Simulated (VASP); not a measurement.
# W (Fm-3m) in VASP: notebook

The runs below take W through single point, relaxation of cell and atoms, with RPBE, revPBE, PBE.

Program: VASP 6.6.1. These are calculated values, not measurements. Logs are shortened: lines on timing, memory, paths and dates and some standing lists are left out, and cuts for length are marked.

### 1 The cell of the first run

It takes space group Fm-3m (No. 225, cubic). Conventional cell: a = 4.060 Å, b = 4.060 Å, c = 4.060 Å, α = 90.00°, β = 90.00°, γ = 90.00°. Within 3.8 Å of W (site symmetry m-3m) lie 12 W at 2.87 Å.

### 2 Single point, RPBE

Contents of INCAR:

```
SYSTEM = W
  ALGO = Normal
  EDIFF = 1E-7
  ENCUT = 520
  GGA = RP
  ISIF = 2
  ISMEAR = -1
  LASPH = .TRUE.
  LCHARG = .FALSE.
  LREAL = .FALSE.
  LWAVE = .FALSE.
  NBANDS = 13
  NELM = 60
  PREC = Accurate
  SIGMA = 0.05
```

Contents of KPOINTS:

```
k-points
0
G
  11 11 11
  0 0 0
```

Contents of POSCAR:

```
W
1.0
    0.0000000000      2.0300000000      2.0300000000
    2.0300000000      0.0000000000      2.0300000000
    2.0300000000      2.0300000000      0.0000000000
W
1
Direct
    0.0000000000      0.0000000000      0.0000000000
```

Potentials or basis: VASP PAW PBE potentials, release 64 (W_sv).

Started as:

```sh
cat potpaw_PBE.64/W_sv/POTCAR > POTCAR
mpirun -np 1 vasp_std > vasp.out
```

OUTCAR:

```text
SYSTEM = W
   EDIFF = 1E-7
   ENCUT = 520
   GGA = RP
   ISIF = 2
   ISMEAR = -1
   LASPH = .TRUE.
   LREAL = .FALSE.
   NELM = 60
   PREC = Accurate

 ion  position               nearest neighbor table
   1  0.000  0.000  0.000-

  LATTYP: Found a face centered cubic cell.
 ALAT       =     4.0600000000

  Lattice vectors:

 A1 = (   0.0000000000,   2.0300000000,   2.0300000000)
 A2 = (   2.0300000000,   0.0000000000,   2.0300000000)
 A3 = (   2.0300000000,   2.0300000000,   0.0000000000)

Analysis of symmetry for initial positions (statically):
=====================================================================
 Subroutine PRICEL returns:
 Original cell was already a primitive cell.

 Routine SETGRP: Setting up the symmetry group for a
 face centered cubic supercell.

 Subroutine GETGRP returns: Found 48 space group operations
 (whereof 48 operations were pure point group operations)
 out of a pool of 48 trial point group operations.

The static configuration has the point symmetry O_h .

Analysis of symmetry for dynamics (positions and initial velocities):
=====================================================================
 Subroutine PRICEL returns:
 Original cell was already a primitive cell.

 Routine SETGRP: Setting up the symmetry group for a
 face centered cubic supercell.

 Subroutine GETGRP returns: Found 48 space group operations
 (whereof 48 operations were pure point group operations)
 out of a pool of 48 trial point group operations.

The dynamic configuration has the point symmetry O_h .

 Subroutine INISYM returns: Found 48 space group operations
 (whereof 48 operations are pure point group operations),
 and found     1 'primitive' translations

----------------------------------------------------------------------------------------

                                     Primitive cell

  volume of cell :      16.7309

  direct lattice vectors                    reciprocal lattice vectors
     0.000000000  2.030000000  2.030000000    -0.246305419  0.246305419  0.246305419
     2.030000000  0.000000000  2.030000000     0.246305419 -0.246305419  0.246305419
     2.030000000  2.030000000  0.000000000     0.246305419  0.246305419 -0.246305419

  length of vectors
     2.870853532  2.870853532  2.870853532     0.426613499  0.426613499  0.426613499

  position of ions in fractional coordinates (direct lattice)
     0.000000000  0.000000000  0.000000000

  ion indices of the primitive-cell ions
   primitive index   ion index
                 1           1

----------------------------------------------------------------------------------------

 KPOINTS: k-points

Automatic generation of k-mesh.
 Grid dimensions read from file:
 generate k-points for:   11   11   11

 Generating k-lattice:

  Cartesian coordinates                     Fractional coordinates (reciprocal lattice)
    -0.022391402  0.022391402  0.022391402     0.090909091  0.000000000  0.000000000
     0.022391402 -0.022391402  0.022391402     0.000000000  0.090909091  0.000000000
     0.022391402  0.022391402 -0.022391402     0.000000000  0.000000000  0.090909091

  Length of vectors
     0.038783045  0.038783045  0.038783045

  Shift w.r.t. Gamma in fractional coordinates (k-lattice)
     0.000000000  0.000000000  0.000000000

 Subroutine IBZKPT returns following result:
 ===========================================

 Found     56 irreducible k-points:

 Following reciprocal coordinates:
            Coordinates               Weight
  0.000000  0.000000  0.000000      1.000000
  0.090909  0.000000  0.000000      8.000000
  0.181818  0.000000  0.000000      8.000000
  0.272727  0.000000  0.000000      8.000000
  0.363636  0.000000  0.000000      8.000000
  0.454545  0.000000  0.000000      8.000000
[... 16 lines left out ...]
 -0.272727  0.181818  0.000000     24.000000
 -0.181818  0.181818  0.000000     12.000000
 [... further k-points ...]
   k-points           NKPTS =     56   k-points in BZ     NKDIM =     56   number of bands    NBANDS=     13
   number of dos      NEDOS =    301   number of ions     NIONS =      1
   total plane-waves  NPLWV =  13824
   dimension x,y,z NGX =    24 NGY =   24 NGZ =   24
   dimension x,y,z NGXF=    48 NGYF=   48 NGZF=   48
   ions per type =               1
   NGX,Y,Z   is equivalent  to a cutoff of  13.90, 13.90, 13.90 a.u.
   NGXF,Y,Z  is equivalent  to a cutoff of  27.80, 27.80, 27.80 a.u.
 SYSTEM =  W
   PREC   = accura    normal or accurate (medium, high low for compatibility)
   ISTART =      0    job   : 0-new  1-cont  2-samecut
   ICHARG =      2    charge: 1-file 2-atom 10-const
   ISPIN  =      1    spin polarized calculation?
   LNONCOLLINEAR =      F non collinear calculations
   LSORBIT =      F    spin-orbit coupling
   LASPH  =      T    aspherical Exc in radial PAW
   ENCUT  =  520.0 eV  38.22 Ry    6.18 a.u.   5.34  5.34  5.34*2*pi/ulx,y,z
   NELM   =     60;   NELMIN=  2; NELMDL= -5     # of ELM steps
   EDIFF  = 0.1E-06   stopping-criterion for ELM
   LREAL  =      F    real-space projection
   EDIFFG = 0.1E-05   stopping-criterion for IOM
   NSW    =      0    number of steps for IOM
   IBRION =     -1    ionic relax: 0-MD 1-quasi-New 2-CG
   NFREE  =      0    steps in history (QN), initial steepest desc. (CG)
   ISIF   =      2    stress and relaxation
   ISYM   =      2    0-nonsym 1-usesym 2-fastsym
   POTIM  = 0.5000    time-step for ionic-motion
   TEBEG  =    0.0;   TEEND  =   0.0 temperature during run
   PSTRESS=    0.0 pullay stress
   NELECT =      14.0000    total number of electrons
   NUPDOWN=      -1.0000    fix difference up-down
   EMIN   =  10.00;   EMAX   =-10.00  energy-range for DOS
   EFERMI =   0.00;   METHOD = LEGACY
   ISMEAR =    -1;   SIGMA  =   0.05  broadening in eV -4-tet -1-fermi 0-gaus
   EFERMI_NEDOS =   21; number of points for ismear=-14 and -15
   IALGO  =     38    algorithm
   IMIX   =      4    mixing-type and parameters
     AMIX     =   0.40;   BMIX     =  1.00
     AMIX_MAG =   1.60;   BMIX_MAG =  1.00
  volume/ion in A,a.u.               =      16.73       112.91
  Fermi-wavevector in a.u.,A,eV,Ry     =   1.542688  2.915258 32.380324  2.379887
  Thomas-Fermi vector in A             =   2.648457
   LORBIT       =      0    0 simple, 1 ext, 2 COOP (PROOUT), +10 PAW based schemes
   GGA     = RP    functional components
   LHFCALC =     F    Hartree Fock is set to
   AEXX    =    0.0000 exact exchange contribution
   IVDW    =     0    specifies the selected vdW correction
   LEPSILON=     F    determine dielectric tensor
   LRPA    =     F    only Hartree local field effects (RPA)
 non-spin polarized calculation
  energy-cutoff  :      520.00
  volume of cell :       16.73
 maximum number of plane-waves:       463
 NGX is ok and might be reduce to    24
   NGX = 11   NGY = 11   NGZ = 11

 number of electron      14.0000002 magnetization

 Free energy of the ion-electron system (eV)
  ---------------------------------------------------
  ext. energy  EPLUGINS =         0.00000000
  ---------------------------------------------------
  free energy    TOTEN  =       -11.93666859 eV

  energy without entropy =      -11.92781361  energy(sigma->0) =      -11.93224110

 E-fermi :  10.3318     XC(G=0): -13.2732

 val. band max:       10.2958094236   @ k =  -0.2727   0.0909   0.0000
 cond. band min:      10.3482155674   @ k =   0.1818   0.0909   0.0000
 fundamental gap:      0.0524061439
 Fermi energy:        10.3317725399

 k-point     1 :       0.0000    0.0000    0.0000
  band No.  band energies     occupation
      1     -63.4237      2.00000
      2     -27.0760      2.00000
      3     -27.0760      2.00000
      4     -27.0760      2.00000
      5       1.4199      2.00000
      6       9.7872      1.99996
      7       9.7872      1.99996
      8       9.7872      1.99996
      9      12.8376      0.00000
     10      12.8376      0.00000
     11      23.0356      0.00000
     12      28.1804      0.00000
     13      28.1804      0.00000

 k-point     2 :       0.0909    0.0000    0.0000
  band No.  band energies     occupation
      1     -63.4161      2.00000
      2     -27.1662      2.00000
      3     -27.0876      2.00000
      4     -27.0876      2.00000
      5       1.7702      2.00000
      6       9.5246      2.00000
      7       9.9456      1.99912
      8       9.9456      1.99912
      9      12.7001      0.00000
     10      12.7001      0.00000
     11      23.7251      0.00000
     12      26.8342      0.00000
     13      28.8371      0.00000

 k-point     3 :       0.1818    0.0000    0.0000
  band No.  band energies     occupation
      1     -63.3955      2.00000
      2     -27.4033      2.00000
      3     -27.1186      2.00000
      4     -27.1186      2.00000
      5       2.7164      2.00000
      6       9.0020      2.00000
      7      10.2262      1.78405
      8      10.2262      1.78405
      9      12.5883      0.00000
     10      12.5883      0.00000
     11      24.4015      0.00000
     12      25.9148      0.00000
     13      30.6488      0.00000

 k-point     4 :       0.2727    0.0000    0.0000
  band No.  band energies     occupation
      1     -63.3685      2.00000
      2     -27.7036      2.00000
      3     -27.1589      2.00000
      4     -27.1589      2.00000
      5       3.8802      2.00000
      6       8.8054      2.00000
      7      10.1600      1.93761
      8      10.1600      1.93761
      9      13.1308      0.00000
     10      13.1308      0.00000
     11      22.8715      0.00000
     12      26.8310      0.00000
     13      32.7967      0.00000

 k-point     5 :       0.3636    0.0000    0.0000
  band No.  band energies     occupation
      1     -63.3436      2.00000
      2     -27.9702      2.00000
      3     -27.1956      2.00000
      4     -27.1956      2.00000
      5       4.6180      2.00000
      6       9.5095      2.00000
      7       9.8378      1.99990
      8       9.8378      1.99990
      9      14.2065      0.00000
     10      14.2065      0.00000
     11      21.5666      0.00000
     12      24.7527      0.00000
     13      30.9499      0.00000

 k-point     6 :       0.4545    0.0000    0.0000
  band No.  band energies     occupation
      1     -63.3287      2.00000
      2     -28.1248      2.00000
      3     -27.2173      2.00000
      4     -27.2173      2.00000
      5       4.8057      2.00000
      6       9.6093      2.00000
      7       9.6093      2.00000
      8      10.6460      0.00372
      9      15.0961      0.00000
     10      15.0961      0.00000
     11      20.5351      0.00000
     12      22.8991      0.00000
     13      29.0235      0.00000

 k-point     7 :       0.0909    0.0909    0.0000
  band No.  band energies     occupation
      1     -63.4135      2.00000
      2     -27.1640      2.00000
      3     -27.1075      2.00000
      4     -27.1075      2.00000
      5       1.8877      2.00000
      6       9.3345      2.00000
      7      10.0687      1.98967
      8      10.0687      1.98967
      9      12.2797      0.00000
     10      12.9950      0.00000
     11      23.9739      0.00000
     12      27.3478      0.00000
     13      28.4992      0.00000
[... 193 lines left out ...]
 k-point    20 :       0.4545    0.1818    0.0000
  band No.  band energies     occupation
      1     -63.3232      2.00000
      2     -27.9748      2.00000
      3     -27.3740      2.00000
      4     -27.2955      2.00000
      5       5.7053      2.00000
      6       8.1173      2.00000
      7       9.2072      2.00000
      8      10.8927      0.00003
      9      15.3460      0.00000
     10      15.5286      0.00000
     11      21.0834      0.00000
     12      25.4918      0.00000
     13      27.7825      0.00000

 k-point    21 :      -0.4545    0.1818    0.0000
  band No.  band energies     occupation
      1     -63.3149      2.00000
      2     -28.0410      2.00000
      3     -27.4339      2.00000
      4     -27.2825      2.00000
      5       5.9010      2.00000
      6       8.1995      2.00000
      7       9.7369      1.99999
      8      10.6401      0.00419
      9      15.0676      0.00000
     10      17.0772      0.00000
     11      19.5175      0.00000
     12      25.0919      0.00000
     13      28.2210      0.00000

 k-point    22 :      -0.3636    0.1818    0.0000
  band No.  band energies     occupation
      1     -63.3198      2.00000
      2     -27.9911      2.00000
      3     -27.4563      2.00000
      4     -27.2454      2.00000
      5       5.9631      2.00000
      6       8.4343      2.00000
      7       9.3459      2.00000
      8      10.5994      0.00943
      9      13.9138      0.00000
     10      16.9221      0.00000
     11      20.8803      0.00000
     12      25.4299      0.00000
     13      27.0719      0.00000

 k-point    23 :      -0.2727    0.1818    0.0000
  band No.  band energies     occupation
      1     -63.3364      2.00000
      2     -27.8501      2.00000
      3     -27.4231      2.00000
      4     -27.1955      2.00000
      5       5.6132      2.00000
      6       8.4069      2.00000
      7       9.0086      2.00000
      8      10.8175      0.00012
      9      12.5145      0.00000
     10      16.1019      0.00000
     11      22.9926      0.00000
     12      26.3249      0.00000
     13      27.6841      0.00000

 k-point    24 :      -0.1818    0.1818    0.0000
  band No.  band energies     occupation
      1     -63.3594      2.00000
      2     -27.6753      2.00000
      3     -27.3282      2.00000
      4     -27.1487      2.00000
      5       4.5308      2.00000
      6       8.2762      2.00000
      7       9.7012      1.99999
      8      11.2710      0.00000
      9      11.3246      0.00000
     10      14.7235      0.00000
     11      24.4088      0.00000
     12      27.9287      0.00000
     13      28.7396      0.00000

 [... further k-points ...]
[... 5 lines left out ...]
  --------------------------------------------------------------------------------------
  -------------------------------------------------------------------------------------
  Total       -0.1049270     -0.1049270     -0.1049270      0.0000000     -0.0000000     -0.0000000
  in kB      -10.0479987    -10.0479987    -10.0479987      0.0000000     -0.0000000     -0.0000000
  external PRESSURE =     -10.0479987 kB  Pullay stress =       0.0000000 kB

 VOLUME and BASIS-vectors are now :
 -----------------------------------------------------------------------------
  energy-cutoff  :      520.00
  volume of cell :       16.73
      direct lattice vectors                 reciprocal lattice vectors
     0.000000000  2.030000000  2.030000000    -0.246305419  0.246305419  0.246305419
     2.030000000  0.000000000  2.030000000     0.246305419 -0.246305419  0.246305419
     2.030000000  2.030000000  0.000000000     0.246305419  0.246305419 -0.246305419

 POSITION                                       TOTAL-FORCE (eV/Angst)
 -----------------------------------------------------------------------------------
      0.00000      0.00000      0.00000         0.000000      0.000000      0.000000
 -----------------------------------------------------------------------------------
    total drift:                               -0.000000      0.000000      0.000000

  FREE ENERGIE OF THE ION-ELECTRON SYSTEM (eV)
  ---------------------------------------------------
  free  energy   TOTEN  =       -11.9366685896 eV

  energy  without entropy=      -11.9278136117  energy(sigma->0) =      -11.93224110
```

It took 14 s on 1 thread of Intel Xeon 8259CL, shared host; peak memory 0.15 GiB.

Results:

```yaml
Free_energy: -11.9367 eV
Pressure: -1.0 GPa
Band_gap_on_the_k_mesh: zero (band 7 reaches 12.85 eV, above the bottom of band 8 at 9.79 eV)
```

Caveat: the PAW data sets were made with another functional, which shifts forces and pressure a little; spin-orbit coupling is left out, which moves the levels of the heavy elements.

### 3 Single point, revPBE

Contents of INCAR:

```
PREC     = Accurate       # precision mode
ENCUT    = 520            # plane-wave cutoff, eV
EDIFF    = 1E-7           # SCF threshold, eV
ISMEAR   = -1             # smearing method
SIGMA    = 0.05           # smearing width, eV
LREAL    = F              # projectors in reciprocal space
LASPH    = T              # aspherical terms in the spheres
NELM     = 80             # most SCF steps
ALGO     = Normal         # electronic algorithm
ISIF     = 2              # what is computed and relaxed
LWAVE    = F              # write WAVECAR
LCHARG   = F              # write CHGCAR
GGA      = RE             # functional
NBANDS   = 13             # bands
```

Contents of KPOINTS:

```
Automatic mesh
0
Gamma
  11 11 11
```

POSCAR is that of step 2.

Potentials or basis: VASP PAW PBE potentials, release 64 (W_sv).

Started as:

```sh
cat potpaw_PBE.64/W_sv/POTCAR > POTCAR
mpirun -np 1 vasp_std > vasp.out
```

Wall time 15 s (1 thread of Intel Xeon 8259CL, shared host); peak memory 0.15 GiB.

Results (log left out):

| Property | Result |
| --- | --- |
| Free energy | -12.0456 eV |
| Pressure | -2.0 GPa |
| Band gap on the k mesh | zero (band 7 reaches 12.83 eV, above the bottom of band 8 at 9.76 eV) |

Levels at points of the mesh, in eV from the Fermi level:
```tsv
k point	band 4	band 5	band 6	band 7	band 8	band 9	band 10	band 11
(0.00, 0.00, 0.00)	-37.40	-8.91	-0.54	-0.54	-0.54	2.50	2.50	12.72
```

Caveat: the PAW data sets were made with another functional, which shifts forces and pressure a little; spin-orbit coupling is left out, which moves the levels of the heavy elements.

(Part 1 of 2 ends here.)
